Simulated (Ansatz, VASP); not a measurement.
# One calculation of Zr, two programs

The input INCAR:

```
ALGO     = Normal         # electronic algorithm
EDIFF    = 1E-6           # SCF threshold, eV
ENCUT    = 520            # plane-wave cutoff, eV
GGA      = RE             # functional
ISIF     = 2              # what is computed and relaxed
ISMEAR   = -1             # smearing method
ISPIN    = 2              # spin polarisation
LASPH    = T              # aspherical terms in the spheres
LCHARG   = T              # write CHGCAR
LELF     = T              # ELF
LMAXMIX  = 4              # l up to which the mixer works
LORBIT   = 11             # projections on sites
LREAL    = F              # projectors in reciprocal space
LVHAR    = T            
LWAVE    = F              # write WAVECAR
MAGMOM   = 1 1            # initial moments
NBANDS   = 23             # bands
NELM     = 150            # most SCF steps
PREC     = Accurate       # precision mode
SIGMA    = 0.1            # smearing width, eV
```

File KPOINTS:

```
k-points
0
Gamma
  6 6 3
```

The input POSCAR:

```
Zr
1.0
    3.2535341559      0.0000000000      0.0000000000
   -1.6267670779      2.8176432311      0.0000000000
    0.0000000000      0.0000000000      5.1892721267
Zr
2
Direct
    0.3333333333      0.6666666667      0.2500000000
    0.6666666667      0.3333333333      0.7500000000
```

Input for Ansatz:

```yaml
crystal:
  lattice:
    - [3.2535341559, 0.0, 0.0]
    - [-1.6267670779, 2.8176432311, 0.0]
    - [0.0, 0.0, 5.1892721267]
  atoms:
    - { symbol: Zr, position: [0.3333333333, 0.6666666667, 0.25], spin: 1.0 }
    - { symbol: Zr, position: [0.6666666667, 0.3333333333, 0.75], spin: 1.0 }
hamiltonian:
  xc: revpbe
  pseudopotentials:
    kind: paw
    azcp:
      Zr: "pseudopotentials/Zr.paw.azcp"
basis:
  ecutwfc: 420
  fft_grid_basis: typed
kpoints:
  mp_grid: { grid: [6, 6, 3], shift: [0, 0, 0] }
magnetization:
  spin_polarized: true
scf:
  occupations: { method: fermi_dirac, width: 0.1 }
```

Alike in both runs: task single point; functional revPBE; k mesh 6 × 6 × 3; occupations fermi-dirac, width 0.1 eV; collinear spin.

```csv
,VASP,Ansatz
version,VASP 6.6.1,Ansatz 0.2.0
potentials or method,"VASP PAW PBE potentials, release 64 (Zr_sv), cutoff 520 eV","plane waves (420 eV) with PAW, scalar-relativistic"
valence electrons in the cell,24,24
```

```tsv
	VASP	Ansatz	Ansatz less VASP
net moment per atom (μB)	0.00	0.00	0.000
```

VASP's potentials were made for PBE, not for revPBE. The functional is the same, so the differences come from potentials, cutoffs and numerics. Ansatz's warnings: seeded moment not kept.

The k mesh is coarse, so the values compare programs but aren't converged.
